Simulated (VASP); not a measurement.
# Si (a cell with a defect) in VASP: single point with PBEsol

Aim: the single point of Si (a cell with a defect) with PBEsol.

Everything below comes from runs of VASP 6.6.1. Logs are shortened: lines on timing, memory, paths and dates and some standing lists are left out, and cuts for length are marked.

### Step 1. The cell of the first run

The cell holds a defect, 17 atoms: a = 7.679 Å, b = 7.679 Å, c = 7.679 Å, α = 60.00°, β = 60.00°, γ = 60.00°.

### Step 2. Single point, PBEsol

INCAR reads:

```
SYSTEM = Si
PREC = Accurate
ENCUT = 520
EDIFF = 1E-7
ISMEAR = 0
SIGMA = 0.05
LREAL = Auto
LASPH = .True.
NELM = 100
ALGO = Normal
ISIF = 2
LWAVE = .False.
LCHARG = .False.
GGA = PS
NBANDS = 48
```

KPOINTS reads:

```
Automatic mesh
0
Gamma
  2 2 2
  0 0 0
```

POSCAR reads:

```
Si
1.0
    0.0000000000      5.4300000000      5.4300000000
    5.4300000000      0.0000000000      5.4300000000
    5.4300000000      5.4300000000      0.0000000000
Si
17
Direct
   -0.0113833333     -0.0019492634     -0.0022431860
    0.0593664825      0.1469677716      0.1466674033
   -0.0113809392     -0.0019483425      0.5152468692
    0.1365947514      0.1096115101      0.6267348987
   -0.0113833333      0.5155453959     -0.0022433702
    0.1365965009      0.6270309392      0.1093110497
    0.0656447514      0.4782073665      0.4779047882
    0.1365932781      0.6270267956      0.6267336096
    0.4390917127      0.0203876611      0.0201036832
    0.6165629834      0.1155779006      0.1152915285
    0.5086392265     -0.0274187845      0.5092325967
    0.6165648250      0.1155736648      0.6522559853
    0.5086400552      0.5095166667     -0.0277026703
    0.6165633517      0.6525392265      0.1152896869
    0.5086386740      0.5095173112      0.5092322284
    0.6859879374      0.6047553407      0.6044711786
    0.5627194291      0.3125105893      0.3122317680
```

Potentials or basis: VASP PAW PBE potentials, release 64 (Si).

The run is started by

```
> cat potpaw_PBE.64/Si/POTCAR > POTCAR
> mpirun -np 1 vasp_std > vasp.out
```

OUTCAR:

```text
SYSTEM = Si
   PREC = Accurate
   ENCUT = 520
   EDIFF = 1E-7
   ISMEAR = 0
   LREAL = Auto
   LASPH = .True.
   NELM = 100
   ISIF = 2
   GGA = PS

 ion  position               nearest neighbor table
   1  0.989  0.998  0.998-   6 2.33   4 2.33  10 2.33   2 2.34
   2  0.059  0.147  0.147-   1 2.34   5 2.34   3 2.34   9 2.38  17 3.11
   3  0.989  0.998  0.515-   4 2.33   8 2.33  12 2.33   2 2.34
   4  0.137  0.110  0.627-   1 2.33   3 2.33  11 2.33   7 2.34
   5  0.989  0.516  0.998-   6 2.33   8 2.33  14 2.33   2 2.34
   6  0.137  0.627  0.109-   1 2.33   5 2.33  13 2.33   7 2.34
   7  0.066  0.478  0.478-   6 2.34   4 2.34   8 2.34  16 2.38  17 3.12
   8  0.137  0.627  0.627-   5 2.33   3 2.33  15 2.33   7 2.34
   9  0.439  0.020  0.020-  12 2.34  14 2.34  10 2.34   2 2.38
  10  0.617  0.116  0.115-   1 2.33   9 2.34  17 2.40  13 2.47  11 2.47
  11  0.509  0.973  0.509-   4 2.33  16 2.33  17 2.40  10 2.47  12 2.47
  12  0.617  0.116  0.652-   3 2.33   9 2.34  17 2.40  11 2.47  15 2.47
  13  0.509  0.510  0.972-   6 2.33  16 2.33  17 2.40  14 2.47  10 2.47
  14  0.617  0.653  0.115-   5 2.33   9 2.34  17 2.40  13 2.47  15 2.47
  15  0.509  0.510  0.509-   8 2.33  16 2.33  17 2.40  14 2.47  12 2.47
  16  0.686  0.605  0.604-  11 2.33  13 2.33  15 2.33   7 2.38
  17  0.563  0.313  0.312-  12 2.40  14 2.40  10 2.40  15 2.40  11 2.40  13 2.40   2 3.11   7 3.12

  LATTYP: Found a face centered cubic cell.
 ALAT       =    10.8600000000

  Lattice vectors:

 A1 = (   0.0000000000,   5.4300000000,   5.4300000000)
 A2 = (   5.4300000000,   0.0000000000,   5.4300000000)
 A3 = (   5.4300000000,   5.4300000000,   0.0000000000)

Analysis of symmetry for initial positions (statically):
=====================================================================
 Subroutine PRICEL returns:
 Original cell was already a primitive cell.

 Routine SETGRP: Setting up the symmetry group for a
 face centered cubic supercell.

 Subroutine GETGRP returns: Found  2 space group operations
 (whereof  1 operations were pure point group operations)
 out of a pool of 48 trial point group operations.

The static configuration has the point symmetry C_1 .
 The point group associated with its full space group is C_1h.

Analysis of symmetry for dynamics (positions and initial velocities):
=====================================================================
 Subroutine PRICEL returns:
 Original cell was already a primitive cell.

 Routine SETGRP: Setting up the symmetry group for a
 face centered cubic supercell.

 Subroutine GETGRP returns: Found  2 space group operations
 (whereof  1 operations were pure point group operations)
 out of a pool of 48 trial point group operations.

The dynamic configuration has the point symmetry C_1 .
 The point group associated with its full space group is C_1h.

 Subroutine INISYM returns: Found  2 space group operations
 (whereof  1 operations are pure point group operations),
 and found     1 'primitive' translations

----------------------------------------------------------------------------------------

                                     Primitive cell

  volume of cell :     320.2060

  direct lattice vectors                    reciprocal lattice vectors
     0.000000000  5.430000000  5.430000000    -0.092081031  0.092081031  0.092081031
     5.430000000  0.000000000  5.430000000     0.092081031 -0.092081031  0.092081031
     5.430000000  5.430000000  0.000000000     0.092081031  0.092081031 -0.092081031

  length of vectors
     7.679179644  7.679179644  7.679179644     0.159489025  0.159489025  0.159489025

  position of ions in fractional coordinates (direct lattice)
     0.988616667  0.998050737  0.997756814
     0.059366483  0.146967772  0.146667403
     0.988619061  0.998051657  0.515246869
     0.136594751  0.109611510  0.626734899
     0.988616667  0.515545396  0.997756630
     0.136596501  0.627030939  0.109311050
[... 9 lines left out ...]
     0.685987937  0.604755341  0.604471179
     0.562719429  0.312510589  0.312231768

  ion indices of the primitive-cell ions
   primitive index   ion index
                 1           1
                 2           2
                 3           3
                 4           4
                 5           5
                 6           6
[... 9 lines left out ...]
                16          16
                17          17

----------------------------------------------------------------------------------------

 KPOINTS: Automatic mesh

Automatic generation of k-mesh.
 Grid dimensions read from file:
 generate k-points for:    2    2    2

 Generating k-lattice:

  Cartesian coordinates                     Fractional coordinates (reciprocal lattice)
    -0.046040516  0.046040516  0.046040516     0.500000000  0.000000000  0.000000000
     0.046040516 -0.046040516  0.046040516     0.000000000  0.500000000  0.000000000
     0.046040516  0.046040516 -0.046040516     0.000000000  0.000000000  0.500000000

  Length of vectors
     0.079744512  0.079744512  0.079744512

  Shift w.r.t. Gamma in fractional coordinates (k-lattice)
     0.000000000  0.000000000  0.000000000

 Subroutine IBZKPT returns following result:
 ===========================================

 Found      6 irreducible k-points:

 Following reciprocal coordinates:
            Coordinates               Weight
  0.000000  0.000000  0.000000      1.000000
  0.500000  0.000000  0.000000      1.000000
  0.000000  0.500000  0.000000      2.000000
  0.000000  0.000000  0.500000      1.000000
  0.500000  0.500000  0.000000      2.000000
  0.500000  0.000000  0.500000      1.000000
   k-points           NKPTS =      6   k-points in BZ     NKDIM =      6   number of bands    NBANDS=     48
   number of dos      NEDOS =    301   number of ions     NIONS =     17
   total plane-waves  NPLWV = 216000
   dimension x,y,z NGX =    60 NGY =   60 NGZ =   60
   dimension x,y,z NGXF=   120 NGYF=  120 NGZF=  120
   ions per type =              17
   NGX,Y,Z   is equivalent  to a cutoff of  12.99, 12.99, 12.99 a.u.
   NGXF,Y,Z  is equivalent  to a cutoff of  25.98, 25.98, 25.98 a.u.
 SYSTEM =  Si
   PREC   = accura    normal or accurate (medium, high low for compatibility)
   ISTART =      0    job   : 0-new  1-cont  2-samecut
   ICHARG =      2    charge: 1-file 2-atom 10-const
   ISPIN  =      1    spin polarized calculation?
   LNONCOLLINEAR =      F non collinear calculations
   LSORBIT =      F    spin-orbit coupling
   LASPH  =      T    aspherical Exc in radial PAW
   ENCUT  =  520.0 eV  38.22 Ry    6.18 a.u.  14.28 14.28 14.28*2*pi/ulx,y,z
   NELM   =    100;   NELMIN=  2; NELMDL= -5     # of ELM steps
   EDIFF  = 0.1E-06   stopping-criterion for ELM
   LREAL  =      T    real-space projection
   EDIFFG = 0.1E-05   stopping-criterion for IOM
   NSW    =      0    number of steps for IOM
   IBRION =     -1    ionic relax: 0-MD 1-quasi-New 2-CG
   NFREE  =      0    steps in history (QN), initial steepest desc. (CG)
   ISIF   =      2    stress and relaxation
   ISYM   =      2    0-nonsym 1-usesym 2-fastsym
   POTIM  = 0.5000    time-step for ionic-motion
   TEBEG  =    0.0;   TEEND  =   0.0 temperature during run
   PSTRESS=    0.0 pullay stress
   NELECT =      68.0000    total number of electrons
   NUPDOWN=      -1.0000    fix difference up-down
   EMIN   =  10.00;   EMAX   =-10.00  energy-range for DOS
   EFERMI =   0.00;   METHOD = LEGACY
   ISMEAR =     0;   SIGMA  =   0.05  broadening in eV -4-tet -1-fermi 0-gaus
   EFERMI_NEDOS =   21; number of points for ismear=-14 and -15
   IALGO  =     38    algorithm
   IMIX   =      4    mixing-type and parameters
     AMIX     =   0.40;   BMIX     =  1.00
     AMIX_MAG =   1.60;   BMIX_MAG =  1.00
  volume/ion in A,a.u.               =      18.84       127.11
  Fermi-wavevector in a.u.,A,eV,Ry     =   0.976715  1.845724 12.979587  0.953973
  Thomas-Fermi vector in A             =   2.107356
   LORBIT       =      0    0 simple, 1 ext, 2 COOP (PROOUT), +10 PAW based schemes
   GGA     = PS    functional components
   LHFCALC =     F    Hartree Fock is set to
   AEXX    =    0.0000 exact exchange contribution
   IVDW    =     0    specifies the selected vdW correction
   LEPSILON=     F    determine dielectric tensor
   LRPA    =     F    only Hartree local field effects (RPA)
 non-spin polarized calculation
 Gauss-broadening in eV      SIGMA  =   0.05
  energy-cutoff  :      520.00
  volume of cell :      320.21
 maximum number of plane-waves:      8646
 NGX is ok and might be reduce to    60
   NGX = 29   NGY = 29   NGZ = 29

 number of electron      68.0000000 magnetization

 Free energy of the ion-electron system (eV)
  ---------------------------------------------------
  ext. energy  EPLUGINS =         0.00000000
  ---------------------------------------------------
  free energy    TOTEN  =       -93.63009946 eV

  energy without entropy =      -93.62510199  energy(sigma->0) =      -93.62760072

 E-fermi :   6.5628     XC(G=0):  -9.8254

 val. band max:        6.5291620000   @ k =   0.5000   0.0000   0.0000
 cond. band min:       6.6112725482   @ k =   0.0000   0.0000   0.0000
 fundamental gap:      0.0821105481
 Fermi energy:         6.5628302232

 k-point     1 :       0.0000    0.0000    0.0000
  band No.  band energies     occupation
      1      -6.2748      2.00000
      2      -3.9092      2.00000
      3      -3.6799      2.00000
      4      -3.6798      2.00000
      5      -3.4141      2.00000
      6      -2.5760      2.00000
[... 38 lines left out ...]
     45       8.6168      0.00000
     46       8.7619      0.00000

 k-point     2 :       0.5000    0.0000    0.0000
  band No.  band energies     occupation
      1      -5.8723      2.00000
      2      -4.9233      2.00000
      3      -3.4596      2.00000
      4      -3.4596      2.00000
      5      -3.3958      2.00000
      6      -3.0268      2.00000
[... 38 lines left out ...]
     45       9.7231      0.00000
     46      10.0163      0.00000

 k-point     3 :       0.0000    0.5000    0.0000
  band No.  band energies     occupation
      1      -5.7945      2.00000
      2      -5.0564      2.00000
      3      -3.6191      2.00000
      4      -3.4954      2.00000
      5      -3.2419      2.00000
      6      -3.0580      2.00000
[... 38 lines left out ...]
     45       9.4421      0.00000
     46      10.0225      0.00000

 k-point     4 :       0.0000    0.0000    0.5000
  band No.  band energies     occupation
      1      -5.7945      2.00000
      2      -5.0564      2.00000
      3      -3.6191      2.00000
      4      -3.4954      2.00000
      5      -3.2419      2.00000
      6      -3.0580      2.00000
[... 38 lines left out ...]
     45       9.4421      0.00000
     46      10.0225      0.00000

 k-point     5 :       0.5000    0.5000    0.0000
  band No.  band energies     occupation
      1      -5.6642      2.00000
      2      -4.7547      2.00000
      3      -4.1185      2.00000
      4      -3.9333      2.00000
      5      -3.8434      2.00000
      6      -3.6482      2.00000
[... 38 lines left out ...]
     45      10.2612      0.00000
     46      10.3417      0.00000

 k-point     6 :       0.5000    0.0000    0.5000
  band No.  band energies     occupation
      1      -5.6642      2.00000
      2      -4.7547      2.00000
      3      -4.1185      2.00000
      4      -3.9334      2.00000
      5      -3.8434      2.00000
      6      -3.6483      2.00000
[... 38 lines left out ...]
     45      10.2612      0.00000
     46      10.3417      0.00000
 [bands above 46 left out]

------------------------ aborting loop because EDIFF is reached ----------------------------------------

  FORCE on cell =-STRESS in cart. coord.  units (eV):
  Direction    XX          YY          ZZ          XY          YZ          ZX
  --------------------------------------------------------------------------------------
  -------------------------------------------------------------------------------------
  Total        5.1551027      5.1543182      5.1551027      0.8202899     -0.8202898      0.8174181
  in kB       25.7939836     25.7900582     25.7939836      4.1043887     -4.1043882      4.0900193
  external PRESSURE =      25.7926752 kB  Pullay stress =       0.0000000 kB

 VOLUME and BASIS-vectors are now :
 -----------------------------------------------------------------------------
  energy-cutoff  :      520.00
  volume of cell :      320.21
      direct lattice vectors                 reciprocal lattice vectors
     0.000000000  5.430000000  5.430000000    -0.092081031  0.092081031  0.092081031
     5.430000000  0.000000000  5.430000000     0.092081031 -0.092081031  0.092081031
     5.430000000  5.430000000  0.000000000     0.092081031  0.092081031 -0.092081031

 POSITION                                       TOTAL-FORCE (eV/Angst)
 -----------------------------------------------------------------------------------
     10.83723     10.78601     10.78760        -0.007638     -0.001854     -0.001528
      1.59444      1.11876      1.12039         0.004902     -0.004311     -0.004902
      8.21721      8.16599     10.78762         0.001908      0.007382     -0.001908
      3.99836      4.14488      1.33690        -0.002791      0.002961     -0.008088
      8.21723     10.78601      8.16760         0.001528     -0.001854      0.007638
      3.99834      1.33528      4.14650        -0.003082     -0.007810      0.003082
[... 9 lines left out ...]
      6.56610      7.00719      7.00874        -0.002313      0.001964      0.002313
      3.39235      4.75099      4.75250         0.000671      0.000225     -0.000671
 -----------------------------------------------------------------------------------
    total drift:                                0.003820     -0.000609     -0.001738

  FREE ENERGIE OF THE ION-ELECTRON SYSTEM (eV)
  ---------------------------------------------------
  free  energy   TOTEN  =       -93.6300994550 eV

  energy  without entropy=      -93.6251019918  energy(sigma->0) =      -93.62760072
```

It took 3 min on 1 thread of Intel Xeon Platinum 8259CL at 2.50GHz (Skylake/Cascade Lake), shared host; peak memory 0.45 GiB.

Results:

- Free energy: -93.6301 eV
- Pressure: 2.6 GPa
- Largest force: 0.009 eV/Å
- Band gap on the k mesh: 0.08 eV

Forces in eV/Å, atoms in the order of the input:
```
Si  -0.008 -0.002 -0.002
Si   0.005 -0.004 -0.005
Si   0.002  0.007 -0.002
Si  -0.003  0.003 -0.008
Si   0.002 -0.002  0.008
Si  -0.003 -0.008  0.003
Si  -0.005  0.006  0.005
Si   0.008  0.003  0.003
Si   0.001 -0.003 -0.001
Si   0.001  0.003  0.003
Si   0.005 -0.006  0.004
Si  -0.003 -0.001  0.003
Si   0.005  0.003 -0.005
Si  -0.003  0.003 -0.001
Si  -0.004 -0.006 -0.005
Si  -0.002  0.002  0.002
Si   0.001  0.000 -0.001
```

Stress tensor (GPa, compression positive):
```
 2.58  0.41  0.41
 0.41  2.58 -0.41
 0.41 -0.41  2.58
```

Caveat: the k points lie up to 0.50 Å⁻¹ apart; semilocal functionals underestimate gaps, and a narrow one can read as zero; the PAW data sets were made with another functional, which shifts forces and pressure a little.
